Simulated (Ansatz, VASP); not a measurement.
**Two plane-wave programs on BaTiO3**

The input POSCAR:

```
BaTiO3
1.0
    2.8400536833      1.6397057586      2.3314328269
   -2.8400536833      1.6397057586      2.3314328269
    0.0000000000     -3.2794115171      2.3314328269
Ba Ti O
1 1 3
Direct
   -0.0401069743     -0.0401069743     -0.0401069743
    0.5162478494      0.5162478494      0.5162478494
    0.4897536543      0.4897536543      0.9801597377
    0.4897536543      0.9801597377      0.4897536543
    0.9801597377      0.4897536543      0.4897536543
```

File INCAR.step1:

```
SYSTEM = BaTiO3
  ALGO = Normal
  EDIFF = 1E-4
  ENCUT = 520
  GGA = PE
  ISMEAR = 0
  LASPH = .TRUE.
  LCHARG = .FALSE.
  LREAL = .FALSE.
  LWAVE = .TRUE.
  NBANDS = 28
  NELM = 60
  PREC = Accurate
  SIGMA = 0.05
```

INCAR.step2

```
SYSTEM = BaTiO3
  ALGO = Normal
  EDIFF = 1E-6
  ENCUT = 520
  ISIF = 2
  ISMEAR = 0
  ISTART = 1
  LASPH = .TRUE.
  LCHARG = .FALSE.
  LMIXTAU = .TRUE.
  LREAL = .FALSE.
  LWAVE = .FALSE.
  METAGGA = R2SCAN
  NBANDS = 28
  NELM = 60
  PREC = Accurate
  SIGMA = 0.05
```

File KPOINTS:

```
k-points
0
G
  6 6 6
  0 0 0
```

Input for Ansatz:

```yaml
crystal:
  lattice:
    - [2.8400536833, 1.6397057586, 2.3314328269]
    - [-2.8400536833, 1.6397057586, 2.3314328269]
    - [0.0, -3.2794115171, 2.3314328269]
  atoms:
    - { symbol: Ba, position: [-0.0401069743, -0.0401069743, -0.0401069743] }
    - { symbol: Ti, position: [0.5162478494, 0.5162478494, 0.5162478494] }
    - { symbol: O, position: [0.4897536543, 0.4897536543, 0.9801597377] }
    - { symbol: O, position: [0.4897536543, 0.9801597377, 0.4897536543] }
    - { symbol: O, position: [0.9801597377, 0.4897536543, 0.4897536543] }
basis:
  ecutwfc: 500
kpoints:
  mp_grid: { grid: [6, 6, 6] }
hamiltonian:
  xc: r2scan
scf:
  occupations: { method: gaussian, width: 0.05 }
output:
  forces: true
  stress: true
  eigenvalues: true
  write_density: true
  write_potential: true
  elf: true
  volumetric_format: npy
```

Alike in both runs: task single point; functional r2SCAN; k mesh 6 × 6 × 6; occupations gaussian, width 0.05 eV; no spin polarisation.

```csv
,VASP,Ansatz
version,VASP 6.6.1,Ansatz 0.2.0
potentials or method,"VASP PAW PBE potentials, release 64 (Ba_sv, Ti_sv, O), cutoff 520 eV","scalar-relativistic, plane waves, PAW"
valence electrons in the cell,40,40
```

VASP gave:

```
gap on the k mesh at the Fermi level (eV)                     : 2.80
least direct gap on the mesh (eV)                             : 3.28
pressure (GPa)                                                : 3.9
traceless stress, the component that is largest in VASP (GPa) : 3.10
rms of the force components (eV/Å)                            : 0.687
```

Problem. Estimate Ansatz's values.

Solution. gap on the k mesh at the Fermi level (eV): 2.83; least direct gap on the mesh (eV): 3.27; pressure (GPa): 1.9; traceless stress, the component that is largest in VASP (GPa): 3.03; rms of the force components (eV/Å): 0.625.

VASP's potentials were made for PBE, not for r2SCAN. Atom by atom the forces differ by 0.090 eV/Å (rms over components).

Neither program's run includes spin-orbit coupling.
